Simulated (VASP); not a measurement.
# Zr2F (R3m) in VASP: single point with PBE

Aim: the single point of Zr2F with PBE.

All numbers are computed with VASP 6.6.1; they aren't measurements. Logs are shortened: lines on timing, memory, paths and dates and some standing lists are left out, and cuts for length are marked.

**1. The cell of the first run**

Symmetry: R3m, No. 160, trigonal system. Conventional cell: a = 3.250 Å, b = 3.250 Å, c = 23.665 Å, α = 90.00°, β = 90.00°, γ = 120.00°. Within 3.1 Å of Zr (site symmetry 3m) lie 3 F at 2.29 Å and 3 Zr at 3.03 Å. Within 4.2 Å of Zr (site symmetry 3m) lie 9 Zr at 3.03 to 3.25 Å and 3 F at 4.14 Å. F (site symmetry 3m) has 3 Zr at 2.29 Å within 3.0 Å.

**2. Single point, PBE**

INCAR

```
SYSTEM = Zr2F
PREC     = Accurate       ! precision mode
ENCUT    = 520            ! plane-wave cutoff, eV
EDIFF    = 1E-6           ! SCF threshold, eV
ISMEAR   = 0              ! smearing method
SIGMA    = 0.1            ! smearing width, eV
LREAL    = .False.        ! projectors in reciprocal space
LASPH    = .True.         ! aspherical terms in the spheres
NELM     = 100            ! most SCF steps
ALGO     = Normal         ! electronic algorithm
ISIF     = 2              ! what is computed and relaxed
LWAVE    = .False.        ! write WAVECAR
LCHARG   = .False.        ! write CHGCAR
GGA      = PE             ! functional
NBANDS   = 22             ! bands
```

KPOINTS

```
regular mesh
0
Gamma
  18 18 18
  0 0 0
```

POSCAR

```
Zr2F
1.0
    1.6248122922      0.9380858144      7.8881927084
   -1.6248122922      0.9380858144      7.8881927084
    0.0000000000     -1.8761716284      7.8881927085
Zr F
2 1
Direct
    0.2373262670      0.2373262670      0.2373262670
    0.4700482698      0.4700482698      0.4700482698
    0.9593254631      0.9593254631      0.9593254631
```

Potentials or basis: VASP PAW PBE potentials, release 64 (Zr_sv, F).

Launch:

```sh
$ cat potpaw_PBE.64/Zr_sv/POTCAR potpaw_PBE.64/F/POTCAR > POTCAR
$ mpirun -np 1 vasp_std > vasp.out
```

OUTCAR:

```text
SYSTEM = Zr2F
   PREC = Accurate
   ENCUT = 520
   EDIFF = 1E-6
   ISMEAR = 0
   LREAL = .False.
   LASPH = .True.
   NELM = 100
   ISIF = 2
   GGA = PE

 ion  position               nearest neighbor table
   1  0.237  0.237  0.237-   3 2.29   3 2.29   3 2.29   2 3.03   2 3.03   2 3.03
   2  0.470  0.470  0.470-   1 3.03   1 3.03   1 3.03
   3  0.959  0.959  0.959-   1 2.29   1 2.29   1 2.29

  LATTYP: Found a trigonal (rhomboedric) cell.
 ALAT       =     8.1082429777
 COS(alpha) =     0.9196875493

  Lattice vectors:

 A1 = (   1.6248122922,   0.9380858144,   7.8881927084)
 A2 = (  -1.6248122922,   0.9380858144,   7.8881927084)
 A3 = (   0.0000000000,  -1.8761716284,   7.8881927085)

Analysis of symmetry for initial positions (statically):
=====================================================================
 Subroutine PRICEL returns:
 Original cell was already a primitive cell.

 Routine SETGRP: Setting up the symmetry group for a
 trigonal (rhombohedral) supercell.

 Subroutine GETGRP returns: Found  6 space group operations
 (whereof  6 operations were pure point group operations)
 out of a pool of 12 trial point group operations.

The static configuration has the point symmetry C_3v.

Analysis of symmetry for dynamics (positions and initial velocities):
=====================================================================
 Subroutine PRICEL returns:
 Original cell was already a primitive cell.

 Routine SETGRP: Setting up the symmetry group for a
 trigonal (rhombohedral) supercell.

 Subroutine GETGRP returns: Found  6 space group operations
 (whereof  6 operations were pure point group operations)
 out of a pool of 12 trial point group operations.

The dynamic configuration has the point symmetry C_3v.

 Subroutine INISYM returns: Found  6 space group operations
 (whereof  6 operations are pure point group operations),
 and found     1 'primitive' translations

----------------------------------------------------------------------------------------

                                     Primitive cell

  volume of cell :      72.1397

  direct lattice vectors                    reciprocal lattice vectors
     1.624812292  0.938085814  7.888192708     0.307727854  0.177666759  0.042257250
    -1.624812292  0.938085814  7.888192708    -0.307727854  0.177666759  0.042257250
     0.000000000 -1.876171628  7.888192709     0.000000000 -0.355333519  0.042257250

  length of vectors
     8.108242978  8.108242978  8.108242978     0.357837372  0.357837372  0.357837372

  position of ions in fractional coordinates (direct lattice)
     0.237326267  0.237326267  0.237326267
     0.470048270  0.470048270  0.470048270
     0.959325463  0.959325463  0.959325463

  ion indices of the primitive-cell ions
   primitive index   ion index
                 1           1
                 2           2
                 3           3

----------------------------------------------------------------------------------------

 KPOINTS: regular mesh

Automatic generation of k-mesh.
 Grid dimensions read from file:
 generate k-points for:   18   18   18

 Generating k-lattice:

  Cartesian coordinates                     Fractional coordinates (reciprocal lattice)
     0.017095992  0.009870376  0.002347625     0.055555556  0.000000000  0.000000000
    -0.017095992  0.009870376  0.002347625     0.000000000  0.055555556  0.000000000
     0.000000000 -0.019740751  0.002347625    -0.000000000 -0.000000000  0.055555556

  Length of vectors
     0.019879854  0.019879854  0.019879854

  Shift w.r.t. Gamma in fractional coordinates (k-lattice)
     0.000000000  0.000000000  0.000000000

 Subroutine IBZKPT returns following result:
 ===========================================

 Found    580 irreducible k-points:

 Following reciprocal coordinates:
            Coordinates               Weight
  0.000000  0.000000  0.000000      1.000000
  0.055556 -0.000000  0.000000      6.000000
  0.111111 -0.000000  0.000000      6.000000
  0.166667 -0.000000  0.000000      6.000000
  0.222222 -0.000000  0.000000      6.000000
  0.277778  0.000000  0.000000      6.000000
[... 16 lines left out ...]
 -0.277778  0.055556  0.000000     12.000000
 -0.222222  0.055556  0.000000     12.000000
 [... further k-points ...]
   k-points           NKPTS =    580   k-points in BZ     NKDIM =    580   number of bands    NBANDS=     22
   number of dos      NEDOS =    301   number of ions     NIONS =      3
   total plane-waves  NPLWV = 216000
   dimension x,y,z NGX =    60 NGY =   60 NGZ =   60
   dimension x,y,z NGXF=   120 NGYF=  120 NGZF=  120
   ions per type =               2   1
   NGX,Y,Z   is equivalent  to a cutoff of  12.30, 12.30, 12.30 a.u.
   NGXF,Y,Z  is equivalent  to a cutoff of  24.60, 24.60, 24.60 a.u.
 SYSTEM =  Zr2F
   PREC   = accura    normal or accurate (medium, high low for compatibility)
   ISTART =      0    job   : 0-new  1-cont  2-samecut
   ICHARG =      2    charge: 1-file 2-atom 10-const
   ISPIN  =      1    spin polarized calculation?
   LNONCOLLINEAR =      F non collinear calculations
   LSORBIT =      F    spin-orbit coupling
   LASPH  =      T    aspherical Exc in radial PAW
   ENCUT  =  520.0 eV  38.22 Ry    6.18 a.u.  15.08 15.08 15.08*2*pi/ulx,y,z
   NELM   =    100;   NELMIN=  2; NELMDL= -5     # of ELM steps
   EDIFF  = 0.1E-05   stopping-criterion for ELM
   LREAL  =      F    real-space projection
   EDIFFG = 0.1E-04   stopping-criterion for IOM
   NSW    =      0    number of steps for IOM
   IBRION =     -1    ionic relax: 0-MD 1-quasi-New 2-CG
   NFREE  =      0    steps in history (QN), initial steepest desc. (CG)
   ISIF   =      2    stress and relaxation
   ISYM   =      2    0-nonsym 1-usesym 2-fastsym
   POTIM  = 0.5000    time-step for ionic-motion
   TEBEG  =    0.0;   TEEND  =   0.0 temperature during run
   PSTRESS=    0.0 pullay stress
   NELECT =      31.0000    total number of electrons
   NUPDOWN=      -1.0000    fix difference up-down
   EMIN   =  10.00;   EMAX   =-10.00  energy-range for DOS
   EFERMI =   0.00;   METHOD = LEGACY
   ISMEAR =     0;   SIGMA  =   0.10  broadening in eV -4-tet -1-fermi 0-gaus
   EFERMI_NEDOS =   21; number of points for ismear=-14 and -15
   IALGO  =     38    algorithm
   IMIX   =      4    mixing-type and parameters
     AMIX     =   0.40;   BMIX     =  1.00
     AMIX_MAG =   1.60;   BMIX_MAG =  1.00
  volume/ion in A,a.u.               =      24.05       162.27
  Fermi-wavevector in a.u.,A,eV,Ry     =   1.235389  2.334548 20.765036  1.526187
  Thomas-Fermi vector in A             =   2.370041
   LORBIT       =      0    0 simple, 1 ext, 2 COOP (PROOUT), +10 PAW based schemes
   GGA     = PE    functional components
   LHFCALC =     F    Hartree Fock is set to
   AEXX    =    0.0000 exact exchange contribution
   IVDW    =     0    specifies the selected vdW correction
   LEPSILON=     F    determine dielectric tensor
   LRPA    =     F    only Hartree local field effects (RPA)
 non-spin polarized calculation
 Gauss-broadening in eV      SIGMA  =   0.10
  energy-cutoff  :      520.00
  volume of cell :       72.14
 maximum number of plane-waves:      1972
   NGX = 31   NGY = 31   NGZ = 31

 number of electron      31.0000002 magnetization

 Free energy of the ion-electron system (eV)
  ---------------------------------------------------
  ext. energy  EPLUGINS =         0.00000000
  ---------------------------------------------------
  free energy    TOTEN  =       -22.46136030 eV

  energy without entropy =      -22.44927300  energy(sigma->0) =      -22.45531665

 E-fermi :   5.6535     XC(G=0):  -9.2259

 val. band max:        5.6510878795   @ k =   0.4444   0.4444   0.1111
 cond. band min:       5.6549577389   @ k =  -0.2222  -0.2222   0.1111
 fundamental gap:      0.0038698594
 Fermi energy:         5.6534554129

 k-point     1 :       0.0000    0.0000    0.0000
  band No.  band energies     occupation
      1     -43.9226      2.00000
      2     -43.3541      2.00000
      3     -22.5092      2.00000
      4     -21.5868      2.00000
      5     -21.5868      2.00000
      6     -21.3907      2.00000
[... 14 lines left out ...]
     21       8.2489      0.00000
     22       8.2489      0.00000

 k-point     2 :       0.0556   -0.0000    0.0000
  band No.  band energies     occupation
      1     -43.9199      2.00000
      2     -43.3520      2.00000
      3     -22.5006      2.00000
      4     -21.6360      2.00000
      5     -21.5920      2.00000
      6     -21.3689      2.00000
[... 14 lines left out ...]
     21       8.0993      0.00000
     22       8.2557      0.00000

 k-point     3 :       0.1111   -0.0000    0.0000
  band No.  band energies     occupation
      1     -43.9121      2.00000
      2     -43.3458      2.00000
      3     -22.4766      2.00000
      4     -21.7466      2.00000
      5     -21.6070      2.00000
      6     -21.3354      2.00000
[... 14 lines left out ...]
     21       7.8614      0.00000
     22       8.2881      0.00000

 k-point     4 :       0.1667   -0.0000    0.0000
  band No.  band energies     occupation
      1     -43.9001      2.00000
      2     -43.3363      2.00000
      3     -22.4433      2.00000
      4     -21.8808      2.00000
      5     -21.6299      2.00000
      6     -21.3141      2.00000
[... 14 lines left out ...]
     21       7.7255      0.00000
     22       8.3821      0.00000

 k-point     5 :       0.2222   -0.0000    0.0000
  band No.  band energies     occupation
      1     -43.8853      2.00000
      2     -43.3247      2.00000
      3     -22.4161      2.00000
      4     -22.0095      2.00000
      5     -21.6578      2.00000
      6     -21.3208      2.00000
[... 417 lines left out ...]
 k-point    22 :      -0.3333    0.0556   -0.0000
  band No.  band energies     occupation
      1     -43.8472      2.00000
      2     -43.2947      2.00000
      3     -22.5246      2.00000
      4     -22.1012      2.00000
      5     -21.7475      2.00000
      6     -21.4842      2.00000
[... 14 lines left out ...]
     21       9.0660      0.00000
     22       9.7168      0.00000

 k-point    23 :      -0.2778    0.0556    0.0000
  band No.  band energies     occupation
      1     -43.8607      2.00000
      2     -43.3054      2.00000
      3     -22.4501      2.00000
      4     -22.1074      2.00000
      5     -21.7189      2.00000
      6     -21.4225      2.00000
[... 14 lines left out ...]
     21       8.5685      0.00000
     22       9.2568      0.00000

 k-point    24 :      -0.2222    0.0556    0.0000
  band No.  band energies     occupation
      1     -43.8761      2.00000
      2     -43.3174      2.00000
      3     -22.4117      2.00000
      4     -22.0635      2.00000
      5     -21.6861      2.00000
      6     -21.3471      2.00000
[... 14 lines left out ...]
     21       8.1021      0.00000
     22       8.8127      0.00000

 [... further k-points ...]
[... 5 lines left out ...]
  --------------------------------------------------------------------------------------
  -------------------------------------------------------------------------------------
  Total        0.0064080      0.0064080      0.0021428      0.0000000     -0.0000000      0.0000000
  in kB        0.1423184      0.1423184      0.0475907      0.0000000     -0.0000000      0.0000000
  external PRESSURE =       0.1107425 kB  Pullay stress =       0.0000000 kB

 VOLUME and BASIS-vectors are now :
 -----------------------------------------------------------------------------
  energy-cutoff  :      520.00
  volume of cell :       72.14
      direct lattice vectors                 reciprocal lattice vectors
     1.624812292  0.938085814  7.888192708     0.307727854  0.177666759  0.042257250
    -1.624812292  0.938085814  7.888192708    -0.307727854  0.177666759  0.042257250
     0.000000000 -1.876171628  7.888192709     0.000000000 -0.355333519  0.042257250

 POSITION                                       TOTAL-FORCE (eV/Angst)
 -----------------------------------------------------------------------------------
      0.00000      0.00000      5.61623         0.000000     -0.000000     -0.030196
      0.00000      0.00000     11.12349         0.000000     -0.000000     -0.001190
      0.00000      0.00000     22.70203         0.000000      0.000000      0.031387
 -----------------------------------------------------------------------------------
    total drift:                                0.000000     -0.000000     -0.000347

  FREE ENERGIE OF THE ION-ELECTRON SYSTEM (eV)
  ---------------------------------------------------
  free  energy   TOTEN  =       -22.4613603030 eV

  energy  without entropy=      -22.4492729990  energy(sigma->0) =      -22.45531665
```

It took 2.1 h on 1 thread of Intel Xeon 8259CL, shared host; peak memory 1.1 GiB.

What came out:

```yaml
Free_energy: -22.4614 eV
Pressure: 0.0 GPa
Largest_force: 0.031 eV/Å
Band_gap_on_the_k_mesh: zero (an odd number of electrons rules out a gap without spin polarisation)
```

Forces on the atoms (eV/Å):
```
Zr   0.000  0.000 -0.030
Zr   0.000  0.000 -0.001
F    0.000  0.000  0.031
```

Caveat: an odd number of electrons without spin polarisation forces a metal; a magnetic or distorted state may lie lower.
